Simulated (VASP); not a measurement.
Here is a VASP 6.6.1 calculation.

Contents of INCAR:

```
  ALGO = Fast
  EDIFF = 1E-6
  ENCUT = 520
  GGA = CA
  ISIF = 2
  ISMEAR = 0
  LASPH = T
  LCHARG = F
  LREAL = F
  LWAVE = F
  NBANDS = 11
  NELM = 100
  PREC = Accurate
  SIGMA = 0.15
```

Contents of KPOINTS:

```
k-points
0
Gamma
  24 24 24
```

File POSCAR:

```
Ni
1.0
    0.0000000000      1.7455396617      1.7455396617
    1.7455396617      0.0000000000      1.7455396617
    1.7455396617      1.7455396617      0.0000000000
Ni
1
Direct
    0.0000000000      0.0000000000      0.0000000000
```

Potentials or basis: VASP PAW LDA potentials, release 64 (Ni).

Run with:

```sh
$ cat potpaw_LDA.64/Ni/POTCAR > POTCAR
$ mpirun -np 1 vasp_std > vasp.out
```

(1) Predict the band gap on the k mesh.

(2) Estimate the pressure.

Answers

(1) zero (band 5 reaches 9.37 eV, above the bottom of band 6 at 8.39 eV).

(2) -13.6 GPa.

Caveat: the run has no spin polarisation, though such a crystal can be magnetic.
